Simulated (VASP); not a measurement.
The system is Hg.

```
Hg
1.0
     3.46181    0.00000    0.00000
    -1.73090    2.99802    0.00000
     0.00000    0.00000    5.48755
Hg
2
Direct
  0.66667 0.33333 0.75000
  0.33333 0.66667 0.25000
```

```yaml
Program: VASP 6.6.1
Task: relaxation of cell and atoms
Functional: PBE
Dispersion: D3(BJ)
Potentials_or_basis: VASP PAW PBE potentials, release 64 (Hg)
Cutoff: 600 eV
k_mesh: 15 × 15 × 8
Occupations: gaussian, width 0.1 eV
Spin: no spin polarisation
```

At the start: pressure -0.9 GPa; volume 28.48 Å³/atom.

Problem. How do energy, volume and symmetry change on relaxing?

Solution. Over 9 steps the energy falls by 8.1 meV/atom and the volume is 26.07 Å³/atom (-8.5 %); space group P6_3/mmc (No. 194, to 0.05 Å).

The path:
```
step  energy change (eV)  largest force (eV/Å)  pressure (GPa)  volume (Å³)
   1              0.0000                0.0000           -0.94        56.95
   2             -0.0069                0.0000           -0.70        55.59
   3             -0.0157                0.0000           -0.18        52.69
   4             -0.0159                0.0000            0.15        51.74
   5             -0.0161                0.0000            0.00        52.16
   6             -0.0161                0.0000            0.01        52.07
   7             -0.0161                0.0000            0.02        52.07
   8             -0.0161                0.0000            0.05        52.06
   9             -0.0161                0.0000           -0.03        52.13
```

Final structure:
```
CELL_PARAMETERS angstrom
3.36839 0.00000 0.00000
-1.68419 2.91711 0.00000
0.00000 0.00000 5.30536
ATOMIC_POSITIONS crystal
Hg 0.66667 0.33333 0.75000
Hg 0.33333 0.66667 0.25000
```

Caveat: pairwise dispersion overbinds metals, which lowers pressure and volume.
